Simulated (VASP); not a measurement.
Wanted: the native input for a VASP 6.6.1 run.

| Quantity | Value |
| --- | --- |
| Task | single point |
| Functional | PBE |
| Potentials or basis | VASP PAW PBE potentials, release 64 (Fe, Pt) |
| Cutoff | 520 eV |
| k mesh | 6 × 6 × 4 |
| Occupations | gaussian, width 0.1 eV |
| Spin | collinear spin, ferromagnetic start |
| Starting moments | [4.0, 4.0, 0.0, 0.0, 0.0, 0.0] μB |
| Dipole correction | no |
| Further INCAR settings | ALGO = Fast; EDIFF = 1e-07; NBANDS = 41 |

The structure of FePt2 lies in POSCAR:

```
FePt2
1.0
    4.7792417697      0.0000000000      0.0000000000
   -2.3896208848      4.1389447834      0.0000000000
    0.0000000000      0.0000000000      4.4620253039
Fe Pt
2 4
Direct
    0.6666666667      0.3333333333      0.5000000000
    0.3333333333      0.6666666667      0.5000000000
    0.6588355009      0.0000000000      0.0000000000
    0.3411644991      0.3411644991      0.0000000000
    0.0000000000      0.6588355009      0.0000000000
    0.0000000000      0.0000000000      0.5000000000
```

The input as run:

INCAR

```
SYSTEM = FePt2
  ALGO = Fast
  EDIFF = 1E-7
  ENCUT = 520
  GGA = PE
  ISIF = 2
  ISMEAR = 0
  ISPIN = 2
  LASPH = .True.
  LCHARG = .False.
  LMAXMIX = 4
  LORBIT = 11
  LREAL = .False.
  LWAVE = .False.
  MAGMOM = 4 4 0 0 0 0
  NBANDS = 41
  NELM = 150
  PREC = Accurate
  SIGMA = 0.1
```

KPOINTS

```
k-points
0
Gamma
  6 6 4
  0 0 0
```

Potentials or basis: VASP PAW PBE potentials, release 64 (Fe, Pt).

Command:

```bash
$ cat potpaw_PBE.64/Fe/POTCAR potpaw_PBE.64/Pt/POTCAR > POTCAR
$ mpirun -np 1 vasp_std > vasp.out
```

It gave:

```yaml
Pressure: -0.5 GPa
Largest_force: 0.015 eV/Å
Net_moment: 7.64 μB per cell
Site_moments: Fe +3.10; Pt +0.34, +0.38 (each value once) μB
Valence_electrons_inside_the_program's_atomic_spheres: Fe 6.88; Pt 9.32, 9.30 (each value once)
```

Wall time 2.1 min on 1 thread of Intel(R) Xeon(R) Platinum 8488C (Sapphire Rapids) (shared host), peak memory 0.3 GiB.
